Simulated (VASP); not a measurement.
# Cu (Fm-3m) in VASP: further runs

Cu is run at these levels: PBEsol; tasks: single point, relaxation of volume and atoms at fixed shape.

Everything below comes from runs of VASP 6.6.1. Logs are shortened: lines on timing, memory, paths and dates and some standing lists are left out, and cuts for length are marked.

## Step 1: The cell of the first run

Symmetry: Fm-3m, No. 225, cubic system. Conventional cell: a = 3.564 Å, b = 3.564 Å, c = 3.564 Å, α = 90.00°, β = 90.00°, γ = 90.00°. Cu (site symmetry m-3m) has 12 Cu at 2.52 Å within 3.3 Å.

## Step 2: Single point, PBEsol

File INCAR:

```
SYSTEM = Cu
PREC = Accurate
ENCUT = 520
EDIFF = 1E-7
ISMEAR = -1
SIGMA = 0.1
LREAL = .FALSE.
LASPH = .TRUE.
NELM = 100
ALGO = Normal
ISIF = 2
LWAVE = .FALSE.
LCHARG = .FALSE.
GGA = PS
NBANDS = 12
```

File KPOINTS:

```
regular mesh
0
G
  12 12 12
  0 0 0
```

File POSCAR:

```
Cu
1.0
    0.0000000000      1.7817760380      1.7817760380
    1.7817760380      0.0000000000      1.7817760380
    1.7817760380      1.7817760380      0.0000000000
Cu
1
Direct
    0.0000000000      0.0000000000      0.0000000000
```

Potentials or basis: VASP PAW PBE potentials, release 64 (Cu).

The run is started by

```console
$ cat potpaw_PBE.64/Cu/POTCAR > POTCAR
$ mpirun -np 1 vasp_std > vasp.out
```

OUTCAR:

```text
SYSTEM = Cu
   PREC = Accurate
   ENCUT = 520
   EDIFF = 1E-7
   ISMEAR = -1
   LREAL = .FALSE.
   LASPH = .TRUE.
   NELM = 100
   ISIF = 2
   GGA = PS

 ion  position               nearest neighbor table
   1  0.000  0.000  0.000-

  LATTYP: Found a face centered cubic cell.
 ALAT       =     3.5635520760

  Lattice vectors:

 A1 = (   0.0000000000,   1.7817760380,   1.7817760380)
 A2 = (   1.7817760380,   0.0000000000,   1.7817760380)
 A3 = (   1.7817760380,   1.7817760380,   0.0000000000)

Analysis of symmetry for initial positions (statically):
=====================================================================
 Subroutine PRICEL returns:
 Original cell was already a primitive cell.

 Routine SETGRP: Setting up the symmetry group for a
 face centered cubic supercell.

 Subroutine GETGRP returns: Found 48 space group operations
 (whereof 48 operations were pure point group operations)
 out of a pool of 48 trial point group operations.

The static configuration has the point symmetry O_h .

Analysis of symmetry for dynamics (positions and initial velocities):
=====================================================================
 Subroutine PRICEL returns:
 Original cell was already a primitive cell.

 Routine SETGRP: Setting up the symmetry group for a
 face centered cubic supercell.

 Subroutine GETGRP returns: Found 48 space group operations
 (whereof 48 operations were pure point group operations)
 out of a pool of 48 trial point group operations.

The dynamic configuration has the point symmetry O_h .

 Subroutine INISYM returns: Found 48 space group operations
 (whereof 48 operations are pure point group operations),
 and found     1 'primitive' translations

----------------------------------------------------------------------------------------

                                     Primitive cell

  volume of cell :      11.3133

  direct lattice vectors                    reciprocal lattice vectors
     0.000000000  1.781776038  1.781776038    -0.280618882  0.280618882  0.280618882
     1.781776038  0.000000000  1.781776038     0.280618882 -0.280618882  0.280618882
     1.781776038  1.781776038  0.000000000     0.280618882  0.280618882 -0.280618882

  length of vectors
     2.519811838  2.519811838  2.519811838     0.486046161  0.486046161  0.486046161

  position of ions in fractional coordinates (direct lattice)
     0.000000000  0.000000000  0.000000000

  ion indices of the primitive-cell ions
   primitive index   ion index
                 1           1
[... 73 lines left out ...]
   LREAL  =      F    real-space projection
   EDIFFG = 0.1E-05   stopping-criterion for IOM
   NSW    =      0    number of steps for IOM
   IBRION =     -1    ionic relax: 0-MD 1-quasi-New 2-CG
   NFREE  =      0    steps in history (QN), initial steepest desc. (CG)
   ISIF   =      2    stress and relaxation
   ISYM   =      2    0-nonsym 1-usesym 2-fastsym
   POTIM  = 0.5000    time-step for ionic-motion
   TEBEG  =    0.0;   TEEND  =   0.0 temperature during run
   PSTRESS=    0.0 pullay stress
   NELECT =      11.0000    total number of electrons
   NUPDOWN=      -1.0000    fix difference up-down
   EMIN   =  10.00;   EMAX   =-10.00  energy-range for DOS
   EFERMI =   0.00;   METHOD = LEGACY
   ISMEAR =    -1;   SIGMA  =   0.10  broadening in eV -4-tet -1-fermi 0-gaus
   EFERMI_NEDOS =   21; number of points for ismear=-14 and -15
   IALGO  =     38    algorithm
   IMIX   =      4    mixing-type and parameters
     AMIX     =   0.40;   BMIX     =  1.00
     AMIX_MAG =   1.60;   BMIX_MAG =  1.00
  volume/ion in A,a.u.               =      11.31        76.35
  Fermi-wavevector in a.u.,A,eV,Ry     =   1.621845  3.064842 35.788498  2.630380
  Thomas-Fermi vector in A             =   2.715555
   LORBIT       =      0    0 simple, 1 ext, 2 COOP (PROOUT), +10 PAW based schemes
   GGA     = PS    functional components
   LHFCALC =     F    Hartree Fock is set to
   AEXX    =    0.0000 exact exchange contribution
   IVDW    =     0    specifies the selected vdW correction
   LEPSILON=     F    determine dielectric tensor
   LRPA    =     F    only Hartree local field effects (RPA)
 non-spin polarized calculation
  energy-cutoff  :      520.00
  volume of cell :       11.31
 maximum number of plane-waves:       316
   NGX =  9   NGY =  9   NGZ =  9

 number of electron      11.0000013 magnetization

 Free energy of the ion-electron system (eV)
  ---------------------------------------------------
  ext. energy  EPLUGINS =         0.00000000
  ---------------------------------------------------
  free energy    TOTEN  =        -4.31057211 eV

  energy without entropy =       -4.29903928  energy(sigma->0) =       -4.30480569

 E-fermi :   7.8858     XC(G=0): -13.1616

 val. band max:        7.8745647023   @ k =   0.5000   0.3333   0.1667
 cond. band min:       8.0076101525   @ k =   0.5000   0.2500   0.0833
 fundamental gap:      0.1330454502
 Fermi energy:         7.8858174482

 k-point     1 :       0.0000    0.0000    0.0000
  band No.  band energies     occupation
      1      -1.7792      2.00000
      2       4.7755      2.00000
      3       4.7755      2.00000
      4       4.7755      2.00000
      5       5.6647      2.00000
      6       5.6647      2.00000
      7      30.8697      0.00000
      8      33.8203      0.00000
      9      33.8203      0.00000
     10      33.8203      0.00000
     11      36.3373      0.00000
     12      36.3373      0.00000
[... 331 lines left out ...]
 k-point    24 :      -0.4167    0.1667    0.0000
  band No.  band energies     occupation
      1       3.1046      2.00000
      2       4.3904      2.00000
      3       4.9347      2.00000
      4       5.0512      2.00000
      5       6.1649      2.00000
      6       8.9296      0.00006
      7      12.4521      0.00000
      8      23.0662      0.00000
      9      27.6139      0.00000
     10      29.1715      0.00000
     11      37.8611      0.00000
     12      38.6312      0.00000

 [... further k-points ...]
[... 5 lines left out ...]
  --------------------------------------------------------------------------------------
  -------------------------------------------------------------------------------------
  Total        0.0499201      0.0499201      0.0499201      0.0000000      0.0000000     -0.0000000
  in kB        7.0696350      7.0696350      7.0696350      0.0000000      0.0000000     -0.0000000
  external PRESSURE =       7.0696350 kB  Pullay stress =       0.0000000 kB

 VOLUME and BASIS-vectors are now :
 -----------------------------------------------------------------------------
  energy-cutoff  :      520.00
  volume of cell :       11.31
      direct lattice vectors                 reciprocal lattice vectors
     0.000000000  1.781776038  1.781776038    -0.280618882  0.280618882  0.280618882
     1.781776038  0.000000000  1.781776038     0.280618882 -0.280618882  0.280618882
     1.781776038  1.781776038  0.000000000     0.280618882  0.280618882 -0.280618882

 POSITION                                       TOTAL-FORCE (eV/Angst)
 -----------------------------------------------------------------------------------
      0.00000      0.00000      0.00000         0.000000      0.000000      0.000000
 -----------------------------------------------------------------------------------
    total drift:                                0.000000     -0.000000      0.000000

  FREE ENERGIE OF THE ION-ELECTRON SYSTEM (eV)
  ---------------------------------------------------
  free  energy   TOTEN  =        -4.3105721110 eV

  energy  without entropy=       -4.2990392786  energy(sigma->0) =       -4.30480569
```

Wall time 6.5 s (1 thread of Intel Xeon Platinum 8488C (Sapphire Rapids), shared host); peak memory 0.13 GiB.

Results:

| Quantity | Value |
| --- | --- |
| Free energy | -4.3106 eV |
| Pressure | 0.7 GPa |

Caveat: the PAW data sets were made with another functional, which shifts forces and pressure a little.

## Step 3: Relaxation of volume and atoms at fixed shape, PBEsol

This run uses another cell than the first one, of 11.81 Å³/atom, 1.044 times its volume.

File INCAR:

```
ALGO     = Normal         # electronic algorithm
EDIFF    = 1E-6           # SCF threshold, eV
EDIFFG   = -0.03          # ionic threshold
ENCUT    = 600            # plane-wave cutoff, eV
GGA      = PS             # functional
IBRION   = 2              # ionic algorithm
ISIF     = 8              # what is computed and relaxed
ISMEAR   = -1             # smearing method
LASPH    = T              # aspherical terms in the spheres
LCHARG   = F              # write CHGCAR
LREAL    = F              # projectors in reciprocal space
LWAVE    = F              # write WAVECAR
NELM     = 60             # most SCF steps
NSW      = 80             # ionic steps
PREC     = Accurate       # precision mode
SIGMA    = 0.1            # smearing width, eV
```

File KPOINTS:

```
k-points
0
Gamma
  12 12 12
```

File POSCAR:

```
Cu
1.0
    0.0000000000      1.8075000000      1.8075000000
    1.8075000000      0.0000000000      1.8075000000
    1.8075000000      1.8075000000      0.0000000000
Cu
1
Direct
    0.0000000000      0.0000000000      0.0000000000
```

Potentials or basis: VASP PAW PBE potentials, release 64 (Cu).

The run is started by

```console
$ cat potpaw_PBE.64/Cu/POTCAR > POTCAR
$ mpirun -np 1 vasp_std > vasp.out
```

Wall time 13 s (1 thread of Intel Xeon Platinum 8488C (Sapphire Rapids), shared host); peak memory 0.13 GiB.

Results (log left out):

```yaml
Free_energy: -4.3110 eV
Relaxed_volume: 11.36 Å³/atom
Relaxed_cell: a = 2.523 Å, b = 2.523 Å, c = 2.523 Å, α = 60.00°, β = 60.00°, γ = 60.00°
Space_group_after_relaxing_to_0.05_Å: Fm-3m (No. 225)
Energy_gained_by_relaxing: 8.3 meV/atom
Ionic_steps: 3
Pressure_after_relaxing: 0.0 GPa
```

The path:
```csv
step,energy change (eV),largest force (eV/Å),pressure (GPa),volume (Å³)
1,0.0000,0.0000,-5.66,11.81
2,-0.0053,0.0000,3.95,11.11
3,-0.0083,0.0000,-0.04,11.36
```

Final structure:
```xyz
1
Lattice="0.0000 1.7844 1.7844 1.7844 0.0000 1.7844 1.7844 1.7844 0.0000" Properties=species:S:1:pos:R:3 pbc="T T T"
Cu    0.0000    0.0000    0.0000
```

Levels at points of the mesh, in eV from the Fermi level:
```csv
k point,band 3,band 4,band 5,band 6,band 7,band 8,band 9
"(0.00, 0.00, 0.00)",-3.09,-3.09,-2.21,-2.21,22.95,25.87,25.87
"(0.50, 0.00, 0.00)",-3.13,-1.61,-1.61,-1.10,3.99,21.43,22.68
"(0.50, 0.50, 0.00)",-1.63,-1.46,-1.46,1.49,7.43,13.39,13.39
```

Caveat: the PAW data sets were made with another functional, which shifts forces and pressure a little.
